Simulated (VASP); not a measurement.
# Tl (P6/mmm) in VASP: relaxation of cell and atoms with PBE

Aim: the relaxation of cell and atoms of Tl with PBE.

All numbers are computed with VASP 6.6.1; they aren't measurements. Logs are shortened: lines on timing, memory, paths and dates and some standing lists are left out, and cuts for length are marked.

## 1. The cell of the first run

It takes space group P6/mmm (No. 191, hexagonal). The conventional cell has a = 5.820 Å, b = 5.820 Å, c = 3.568 Å, α = 90.00°, β = 90.00°, γ = 120.00°. Within 4.7 Å of Tl (site symmetry 6/mmm) lie 14 Tl at 3.57 to 3.80 Å. Within 4.4 Å of Tl (site symmetry -6m2) lie 11 Tl at 3.36 to 3.80 Å.

This isn't the form of Tl at room conditions, which is hcp.

## 2. Relaxation of cell and atoms, PBE

Contents of INCAR:

```
SYSTEM = Tl
ALGO = Fast ; EDIFF = 1E-7
EDIFFG = -0.01 ; ENCUT = 600
GGA = PE ; IBRION = 2
ISIF = 3 ; ISMEAR = 0
LASPH = .TRUE. ; LCHARG = .FALSE.
LREAL = .FALSE. ; LWAVE = .FALSE.
NELM = 100 ; NSW = 100
PREC = Accurate ; SIGMA = 0.1
```

Contents of KPOINTS:

```
k-points
0
G
  9 9 14
  0 0 0
```

Contents of POSCAR:

```
Tl
1.0
    5.8199975130      0.0000000000      0.0000000000
   -2.9099987565      5.0402656962      0.0000000000
    0.0000000000      0.0000000000      3.5679115188
Tl
3
Direct
    0.0000000000      0.0000000000      0.0000000000
    0.3333333333      0.6666666667      0.5000000000
    0.6666666667      0.3333333333      0.5000000000
```

Potentials or basis: VASP PAW PBE potentials, release 64 (Tl_d).

Launch:

```
> cat potpaw_PBE.64/Tl_d/POTCAR > POTCAR
> mpirun -np 1 vasp_std > vasp.out
```

OUTCAR:

```text
SYSTEM = Tl
   EDIFF = 1E-7
   EDIFFG = -0.01
   ENCUT = 600
   GGA = PE
   IBRION = 2
   ISIF = 3
   ISMEAR = 0
   LASPH = .TRUE.
   LREAL = .FALSE.
   NELM = 100
   NSW = 100
   PREC = Accurate

 ion  position               nearest neighbor table
   1  0.000  0.000  0.000-   2 3.80   3 3.80   2 3.80   3 3.80   2 3.80   2 3.80   3 3.80   3 3.80
                             3 3.80   3 3.80   2 3.80   2 3.80
   2  0.333  0.667  0.500-   3 3.36   3 3.36   3 3.36   1 3.80   1 3.80   1 3.80   1 3.80   1 3.80
                             1 3.80
   3  0.667  0.333  0.500-   2 3.36   2 3.36   2 3.36   1 3.80   1 3.80   1 3.80   1 3.80   1 3.80
                             1 3.80

  LATTYP: Found a hexagonal cell.
 ALAT       =     5.8199975130
 C/A-ratio  =     0.6130434783

  Lattice vectors:

 A1 = (   5.8199975130,   0.0000000000,   0.0000000000)
 A2 = (  -2.9099987565,   5.0402656962,   0.0000000000)
 A3 = (   0.0000000000,   0.0000000000,   3.5679115188)

Analysis of symmetry for initial positions (statically):
=====================================================================
 Subroutine PRICEL returns:
 Original cell was already a primitive cell.

 Routine SETGRP: Setting up the symmetry group for a
 hexagonal supercell.

 Subroutine GETGRP returns: Found 24 space group operations
 (whereof 24 operations were pure point group operations)
 out of a pool of 24 trial point group operations.

The static configuration has the point symmetry D_6h.

Analysis of symmetry for dynamics (positions and initial velocities):
=====================================================================
 Subroutine PRICEL returns:
 Original cell was already a primitive cell.

 Routine SETGRP: Setting up the symmetry group for a
 hexagonal supercell.

 Subroutine GETGRP returns: Found 24 space group operations
 (whereof 24 operations were pure point group operations)
 out of a pool of 24 trial point group operations.

The dynamic configuration has the point symmetry D_6h.

 Subroutine INISYM returns: Found 24 space group operations
 (whereof 24 operations are pure point group operations),
 and found     1 'primitive' translations

----------------------------------------------------------------------------------------

                                     Primitive cell

  volume of cell :     104.6623

  direct lattice vectors                    reciprocal lattice vectors
     5.819997513  0.000000000  0.000000000     0.171821379  0.099201120  0.000000000
    -2.909998756  5.040265696  0.000000000     0.000000000  0.198402239  0.000000000
     0.000000000  0.000000000  3.567911519     0.000000000  0.000000000  0.280276009

  length of vectors
     5.819997513  5.819997513  3.567911519     0.198402239  0.198402239  0.280276009

  position of ions in fractional coordinates (direct lattice)
     0.000000000  0.000000000  0.000000000
     0.333333333  0.666666667  0.500000000
     0.666666667  0.333333333  0.500000000

  ion indices of the primitive-cell ions
   primitive index   ion index
                 1           1
                 2           2
                 3           3

----------------------------------------------------------------------------------------

 KPOINTS: k-points

Automatic generation of k-mesh.
 Grid dimensions read from file:
 generate k-points for:    9    9   14

 Generating k-lattice:

  Cartesian coordinates                     Fractional coordinates (reciprocal lattice)
     0.019091264  0.011022347  0.000000000     0.111111111 -0.000000000  0.000000000
     0.000000000  0.022044693  0.000000000     0.000000000  0.111111111  0.000000000
     0.000000000  0.000000000  0.020019715     0.000000000  0.000000000  0.071428571

  Length of vectors
     0.022044693  0.022044693  0.020019715

  Shift w.r.t. Gamma in fractional coordinates (k-lattice)
     0.000000000  0.000000000  0.000000000

 Subroutine IBZKPT returns following result:
 ===========================================

 Found     96 irreducible k-points:

 Following reciprocal coordinates:
            Coordinates               Weight
  0.000000  0.000000  0.000000      1.000000
  0.111111 -0.000000  0.000000      6.000000
  0.222222 -0.000000  0.000000      6.000000
  0.333333 -0.000000  0.000000      6.000000
  0.444444 -0.000000  0.000000      6.000000
  0.111111  0.111111  0.000000      6.000000
[... 16 lines left out ...]
  0.333333  0.222222  0.071429     24.000000
  0.333333  0.333333  0.071429      4.000000
 [... further k-points ...]
   k-points           NKPTS =     96   k-points in BZ     NKDIM =     96   number of bands    NBANDS=     23
   number of dos      NEDOS =    301   number of ions     NIONS =      3
   total plane-waves  NPLWV =  69120
   dimension x,y,z NGX =    48 NGY =   48 NGZ =   30
   dimension x,y,z NGXF=    96 NGYF=   96 NGZF=   60
   ions per type =               3
   NGX,Y,Z   is equivalent  to a cutoff of  13.71, 13.71, 13.98 a.u.
   NGXF,Y,Z  is equivalent  to a cutoff of  27.42, 27.42, 27.96 a.u.
 SYSTEM =  Tl
   PREC   = accura    normal or accurate (medium, high low for compatibility)
   ISTART =      0    job   : 0-new  1-cont  2-samecut
   ICHARG =      2    charge: 1-file 2-atom 10-const
   ISPIN  =      1    spin polarized calculation?
   LNONCOLLINEAR =      F non collinear calculations
   LSORBIT =      F    spin-orbit coupling
   LASPH  =      T    aspherical Exc in radial PAW
   ENCUT  =  600.0 eV  44.10 Ry    6.64 a.u.  11.62 11.62  7.13*2*pi/ulx,y,z
   NELM   =    100;   NELMIN=  2; NELMDL= -5     # of ELM steps
   EDIFF  = 0.1E-06   stopping-criterion for ELM
   LREAL  =      F    real-space projection
   EDIFFG = -.1E-01   stopping-criterion for IOM
   NSW    =    100    number of steps for IOM
   IBRION =      2    ionic relax: 0-MD 1-quasi-New 2-CG
   NFREE  =      1    steps in history (QN), initial steepest desc. (CG)
   ISIF   =      3    stress and relaxation
   ISYM   =      2    0-nonsym 1-usesym 2-fastsym
   POTIM  = 0.5000    time-step for ionic-motion
   TEBEG  =    0.0;   TEEND  =   0.0 temperature during run
   PSTRESS=    0.0 pullay stress
   NELECT =      39.0000    total number of electrons
   NUPDOWN=      -1.0000    fix difference up-down
   EMIN   =  10.00;   EMAX   =-10.00  energy-range for DOS
   EFERMI =   0.00;   METHOD = LEGACY
   ISMEAR =     0;   SIGMA  =   0.10  broadening in eV -4-tet -1-fermi 0-gaus
   EFERMI_NEDOS =   21; number of points for ismear=-14 and -15
   IALGO  =     68    algorithm
   IMIX   =      4    mixing-type and parameters
     AMIX     =   0.40;   BMIX     =  1.00
     AMIX_MAG =   1.60;   BMIX_MAG =  1.00
  volume/ion in A,a.u.               =      34.89       235.43
  Fermi-wavevector in a.u.,A,eV,Ry     =   1.178057  2.226205 18.882411  1.387818
  Thomas-Fermi vector in A             =   2.314393
   LORBIT       =      0    0 simple, 1 ext, 2 COOP (PROOUT), +10 PAW based schemes
   GGA     = PE    functional components
   LHFCALC =     F    Hartree Fock is set to
   AEXX    =    0.0000 exact exchange contribution
   IVDW    =     0    specifies the selected vdW correction
   LEPSILON=     F    determine dielectric tensor
   LRPA    =     F    only Hartree local field effects (RPA)
 conjugate gradient relaxation of ions
 non-spin polarized calculation
 RMM-DIIS sequential band-by-band and
 Gauss-broadening in eV      SIGMA  =   0.10
  energy-cutoff  :      600.00
  volume of cell :      104.66
 maximum number of plane-waves:      3532
 NGX is ok and might be reduce to    48
   NGX = 23   NGY = 23   NGZ = 15

--------------------------------------- Ionic step        1  -------------------------------------------

 number of electron      39.0000003 magnetization

 Free energy of the ion-electron system (eV)
  ---------------------------------------------------
  ext. energy  EPLUGINS =         0.00000000
  ---------------------------------------------------
  free energy    TOTEN  =        -6.58703570 eV

  energy without entropy =       -6.58078024  energy(sigma->0) =       -6.58390797

 E-fermi :   4.7385     XC(G=0):  -9.2257

 val. band max:        4.7105013390   @ k =   0.0000   0.0000   0.1429
 cond. band min:       4.7391610473   @ k =   0.4444  -0.0000   0.3571
 fundamental gap:      0.0286597083
 Fermi energy:         4.7385123512

 k-point     1 :       0.0000    0.0000    0.0000
  band No.  band energies     occupation
      1      -6.9875      2.00000
      2      -6.7624      2.00000
      3      -6.7480      2.00000
      4      -6.7480      2.00000
      5      -6.7226      2.00000
      6      -6.6367      2.00000
[... 613 lines left out ...]
     22      10.0914      0.00000
     23      10.0965      0.00000

 [... further k-points ...]

------------------------ aborting loop because EDIFF is reached ----------------------------------------

  FORCE on cell =-STRESS in cart. coord.  units (eV):
  Direction    XX          YY          ZZ          XY          YZ          ZX
  --------------------------------------------------------------------------------------
  -------------------------------------------------------------------------------------
  Total       -1.0730197     -1.0730197     -1.4248032      0.0000000      0.0000000     -0.0000000
  in kB      -16.4258552    -16.4258552    -21.8109796      0.0000000      0.0000000     -0.0000000
  external PRESSURE =     -18.2208967 kB  Pullay stress =       0.0000000 kB
[... 170 lines left out ...]
  energy  without entropy=       -6.6417951897  energy(sigma->0) =       -6.64487416

--------------------------------------- Ionic step        6  -------------------------------------------

 number of electron      39.0000012 magnetization

 Free energy of the ion-electron system (eV)
  ---------------------------------------------------
  ext. energy  EPLUGINS =         0.00000000
  ---------------------------------------------------
  free energy    TOTEN  =        -6.64907260 eV

  energy without entropy =       -6.64250130  energy(sigma->0) =       -6.64578695

 E-fermi :   5.5553     XC(G=0):  -9.6666

 val. band max:        5.5327858589   @ k =   0.3333  -0.0000   0.2857
 cond. band min:       5.5770022665   @ k =   0.0000   0.0000   0.1429
 fundamental gap:      0.0442164076
 Fermi energy:         5.5552514376

 k-point     1 :       0.0000    0.0000    0.0000
  band No.  band energies     occupation
      1      -6.3187      2.00000
      2      -6.0710      2.00000
      3      -6.0220      2.00000
      4      -5.9838      2.00000
      5      -5.9838      2.00000
      6      -5.8247      2.00000
[... 613 lines left out ...]
     22      11.5169      0.00000
     23      11.5169      0.00000

 [... further k-points ...]

------------------------ aborting loop because EDIFF is reached ----------------------------------------

  FORCE on cell =-STRESS in cart. coord.  units (eV):
  Direction    XX          YY          ZZ          XY          YZ          ZX
  --------------------------------------------------------------------------------------
  -------------------------------------------------------------------------------------
  Total        0.0108391      0.0108391      0.0245792      0.0000000      0.0000000      0.0000000
  in kB        0.1821581      0.1821581      0.4130699      0.0000000      0.0000000      0.0000000
  external PRESSURE =       0.2591287 kB  Pullay stress =       0.0000000 kB
[... 18 lines left out ...]
  FREE ENERGIE OF THE ION-ELECTRON SYSTEM (eV)
  ---------------------------------------------------
  free  energy   TOTEN  =        -6.6490725958 eV

  energy  without entropy=       -6.6425013004  energy(sigma->0) =       -6.64578695

 reached required accuracy - stopping structural energy minimisation
```

It took 8.9 min on 1 thread of Intel Xeon 6975P-C (Granite Rapids), shared host; peak memory 0.42 GiB.

Results:

- Free energy: -6.6491 eV
- Relaxed volume: 31.78 Å³/atom
- Relaxed cell: a = 5.699 Å, b = 5.699 Å, c = 3.389 Å, α = 90.00°, β = 90.00°, γ = 120.00°
- Space group after relaxing (to 0.1 Å): P6/mmm (No. 191)
- Energy gained by relaxing: 20.7 meV/atom
- Ionic steps: 6
- Pressure after relaxing: 0.0 GPa
- Band gap on the k mesh: zero (an odd number of electrons rules out a gap without spin polarisation)

The path:
| step | energy change (eV) | largest force (eV/Å) | pressure (GPa) | volume (Å³) |
| --- | --- | --- | --- | --- |
| 1 | 0.0000 | 0.0000 | -1.82 | 104.66 |
| 2 | -0.0504 | 0.0000 | -0.76 | 98.77 |
| 3 | -0.0591 | 0.0000 | -0.01 | 95.65 |
| 4 | -0.0591 | 0.0000 | 0.05 | 95.43 |
| 5 | -0.0609 | 0.0000 | 0.03 | 95.40 |
| 6 | -0.0620 | 0.0000 | 0.03 | 95.34 |

Final structure:
```xyz
3
Lattice="5.6994 0.0000 0.0000 -2.8497 4.9358 0.0000 0.0000 0.0000 3.3889" Properties=species:S:1:pos:R:3 pbc="T T T"
Tl    0.0000    0.0000    3.3889
Tl    0.0000    3.2906    1.6945
Tl    2.8497    1.6453    1.6945
```

Caveat: spin-orbit coupling is left out, which moves the levels of the heavy elements.

The gap in the log of VASP goes by the Fermi energy; the results here count the filled bands.